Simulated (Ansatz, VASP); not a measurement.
**MgS: VASP beside Ansatz**

```
CELL_PARAMETERS angstrom
0.00000 2.82589 2.82589
2.82589 0.00000 2.82589
2.82589 2.82589 0.00000
ATOMIC_POSITIONS crystal
Mg 0.00000 0.00000 0.00000
S 0.25000 0.25000 0.25000
```

Alike in both runs: task single point; functional PBEsol; k mesh 8 × 8 × 8; occupations gaussian, width 0.02 eV; no spin polarisation.

|  | VASP | Ansatz |
| --- | --- | --- |
| version | VASP 6.6.1 | Ansatz 0.2.0 |
| potentials or method | VASP PAW PBE potentials, release 64 (Mg, S), cutoff 600 eV | scalar-relativistic, plane waves, PAW |
| valence electrons in the cell | 8 | 16 |

Ansatz gave:

```
gap on the k mesh at the Fermi level (eV) : 3.32
least direct gap on the mesh (eV)         : 3.32
pressure (GPa)                            : 0.0
```

Task: Which values does VASP return?

Result: gap on the k mesh at the Fermi level (eV): 3.32; least direct gap on the mesh (eV): 3.32; pressure (GPa): -0.1.

VASP's potentials were made for PBE, not for PBEsol. VASP's potentials hold 8 valence electrons a cell and Ansatz's 16, so a difference there can come from the potentials and not from the codes.
